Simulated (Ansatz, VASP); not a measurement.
# Two plane-wave programs on TiN

```
CELL_PARAMETERS angstrom
0.00000 2.16501 2.16501
2.16501 0.00000 2.16501
2.16501 2.16501 0.00000
ATOMIC_POSITIONS crystal
Ti 0.00000 0.00000 0.00000
N 0.50000 0.50000 0.50000
```

Alike in both runs: task single point; functional PBE; k mesh 18 × 18 × 18; occupations gaussian, width 0.1 eV; no spin polarisation.

|  | VASP | Ansatz |
| --- | --- | --- |
| version | VASP 6.6.1 | Ansatz 0.2.0 |
| potentials or method | VASP PAW PBE potentials, release 64 (Ti_sv, N), cutoff 520 eV | scalar-relativistic, plane waves, PAW |
| valence electrons in the cell | 17 | 17 |

VASP gave:

```
gap on the k mesh at the Fermi level (eV) : none
pressure (GPa)                            : -13.9
```

Estimate Ansatz's values.

gap on the k mesh at the Fermi level (eV): none; pressure (GPa): -14.2.

A gap of «none» marks a metal or a gap that the smearing closes.
